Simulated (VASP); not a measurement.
Write the native input for VASP 6.6.1 that does the following.

```
Task                   : single point
Functional             : PBE
Potentials or basis    : VASP PAW PBE potentials, release 64 (Zn, S)
Cutoff                 : 520 eV
k mesh                 : 18 × 18 × 18
Occupations            : gaussian, width 0.1 eV
Spin                   : no spin polarisation
Dipole correction      : no
Further INCAR settings : ALGO = Normal; EDIFF = 1e-06; NBANDS = 16
```

The structure of ZnS lies in POSCAR:

```
ZnS
1.0
    3.1963388873      0.0000000000      0.0000000000
    0.0000000000      3.1963388873      0.0000000000
    0.0000000000      0.0000000000      3.1963388873
Zn S
1 1
Direct
    0.5000000000      0.5000000000      0.5000000000
    0.0000000000      0.0000000000      0.0000000000
```

One way to write it, as run:

INCAR

```
PREC = Accurate
ENCUT = 520
EDIFF = 1E-6
ISMEAR = 0
SIGMA = 0.1
LREAL = F
LASPH = T
NELM = 60
ALGO = Normal
ISIF = 2
LWAVE = F
LCHARG = T
GGA = PE
LELF = T
LVHAR = T
NBANDS = 16
```

KPOINTS

```
regular mesh
0
Gamma
  18 18 18
```

Potentials or basis: VASP PAW PBE potentials, release 64 (Zn, S).

Command:

```sh
$ cat potpaw_PBE.64/Zn/POTCAR potpaw_PBE.64/S/POTCAR > POTCAR
$ mpirun -np 1 vasp_std > vasp.out
```

Results of the run:

```json
{
  "Pressure": "0.1 GPa",
  "Band gap on the k mesh": "zero (band 9 reaches 4.91 eV, above the bottom of band 10 at 3.54 eV)"
}
```

It took 46 s on 1 thread of AMD EPYC 7R13 Processor (Zen 3), with other jobs on the host, peak memory 0.19 GiB.
